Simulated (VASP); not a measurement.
# Ir: single point with LDA

The system is Ir.

```
Ir
1.0
     0.00000    1.90609    1.90609
     1.90609    0.00000    1.90609
     1.90609    1.90609    0.00000
Ir
1
Direct
  0.00000 0.00000 0.00000
```

```json
{"Program": "VASP 6.6.1", "Task": "single point", "Functional": "LDA", "Potentials or basis": "VASP PAW LDA potentials, release 64 (Ir_sv_GW)", "Cutoff": "560 eV", "k mesh": "19 × 19 × 19", "Occupations": "fermi-dirac, width 0.1 eV", "Spin": "no spin polarisation"}
```

```json
{
  "Pressure": "-0.3 GPa",
  "Band gap on the k mesh": "zero (an odd number of electrons rules out a gap without spin polarisation)"
}
```

Levels at points of the mesh, in eV from the Fermi level:
```tsv
k point	band 4	band 5	band 6	band 7	band 8	band 9	band 10	band 11	band 12	band 13
(0.00, 0.00, 0.00)	-49.22	-11.30	-4.02	-4.02	-4.02	-1.20	-1.20	13.60	19.19	19.19
```

Wall time 34 s on 1 thread of Intel(R) Xeon(R) Platinum 8259CL CPU @ 2.50GHz (Skylake/Cascade Lake), on a shared host, peak memory 0.17 GiB.

Caveat: spin-orbit coupling is left out, which moves the levels of the heavy elements.
